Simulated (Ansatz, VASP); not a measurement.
Two plane-wave programs on Nb

INCAR

```
SYSTEM = Nb
PREC     = Accurate       ! precision mode
ENCUT    = 520            ! plane-wave cutoff, eV
EDIFF    = 1E-6           ! SCF threshold, eV
ISMEAR   = 0              ! smearing method
SIGMA    = 0.15           ! smearing width, eV
LREAL    = .FALSE.        ! projectors in reciprocal space
LASPH    = .TRUE.         ! aspherical terms in the spheres
NELM     = 80             ! most SCF steps
ALGO     = Fast           ! electronic algorithm
ISIF     = 2              ! what is computed and relaxed
LWAVE    = .FALSE.        ! write WAVECAR
LCHARG   = .FALSE.        ! write CHGCAR
GGA      = PS             ! functional
NBANDS   = 12             ! bands
```

File KPOINTS:

```
Automatic mesh
0
G
  20 20 20
  0 0 0
```

File POSCAR:

```
Nb
1.0
   -1.6639500000      1.6639500000      1.8095456250
    1.6639500000     -1.6639500000      1.8095456250
    1.6639500000      1.6639500000     -1.8095456250
Nb
1
Direct
    0.0000000000      0.0000000000      0.0000000000
```

Input for Ansatz:

```yaml
crystal:
  lattice:
    - [-1.66395, 1.66395, 1.809545625]
    - [1.66395, -1.66395, 1.809545625]
    - [1.66395, 1.66395, -1.809545625]
  atoms:
    - { symbol: Nb, position: [0.0, 0.0, 0.0] }
basis:
  ecutwfc: 420
kpoints:
  mp_grid: { grid: [20, 20, 20] }
hamiltonian:
  xc: pbesol
scf:
  occupations: { method: gaussian, width: 0.15 }
output:
  forces: true
  stress: true
  eigenvalues: true
```

Change from the starting cell: strain +0.0875 x Voigt [0, 0, 1, 0, 0, 0], atoms carried along.

Alike in both runs: task single point; functional PBEsol; k mesh 20 × 20 × 20; occupations gaussian, width 0.15 eV; no spin polarisation.

|  | VASP | Ansatz |
| --- | --- | --- |
| version | VASP 6.6.1 | Ansatz 0.2.0 |
| potentials or method | VASP PAW PBE potentials, release 64 (Nb_sv), cutoff 520 eV | scalar-relativistic, plane waves, PAW |
| valence electrons in the cell | 13 | 13 |

Ansatz gave:

* gap on the k mesh at the Fermi level (eV): none
* pressure (GPa): -18.6
* traceless stress, the component that is largest in VASP (GPa): -4.83

What did VASP give for the same quantities?

gap on the k mesh at the Fermi level (eV): none; pressure (GPa): -18.8; traceless stress, the component that is largest in VASP (GPa): -4.80.

VASP's potentials were made for PBE, not for PBEsol. A gap of «none» marks a metal or a gap that the smearing closes.
